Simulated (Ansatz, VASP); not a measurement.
CoSi3 in VASP and in Ansatz

```
Si Co
1.0
     3.64635    0.00000    0.00000
     0.00000    3.64635    0.00000
     0.00000    0.00000    3.64635
Si Co
3 1
Direct
  0.00000 0.50000 0.50000
  0.50000 0.00000 0.50000
  0.50000 0.50000 0.00000
  0.00000 0.00000 0.00000
```

Alike in both runs: functional PBEsol; k mesh 12 × 12 × 12; occupations gaussian, width 0.1 eV; collinear spin.

Ansatz relaxed the structure, and its values are those at the end. VASP's run is a single point on that final structure, the one shown.

|  | VASP | Ansatz |
| --- | --- | --- |
| version | VASP 6.6.1 | Ansatz 0.2.0 |
| potentials or method | VASP PAW PBE potentials, release 64 (Si, Co), cutoff 520 eV | scalar-relativistic, plane waves, PAW |
| valence electrons in the cell | 21 | 29 |

VASP gave:

```
gap on the k mesh at the Fermi level (eV) : none
pressure (GPa)                            : 0.3
net moment per atom (μB)                  : 0.00
```

Q: Estimate Ansatz's values.

A: gap on the k mesh at the Fermi level (eV): none; pressure (GPa): 0.0; net moment per atom (μB): 0.00.

VASP's potentials were made for PBE, not for PBEsol. A gap of «none» marks a metal or a gap that the smearing closes. With one functional, cell and mesh, what is left measures potentials, basis and numerics. VASP's potentials hold 21 valence electrons a cell and Ansatz's 29, so a difference there can come from the potentials and not from the codes. Ansatz's warnings: seeded moment not kept.
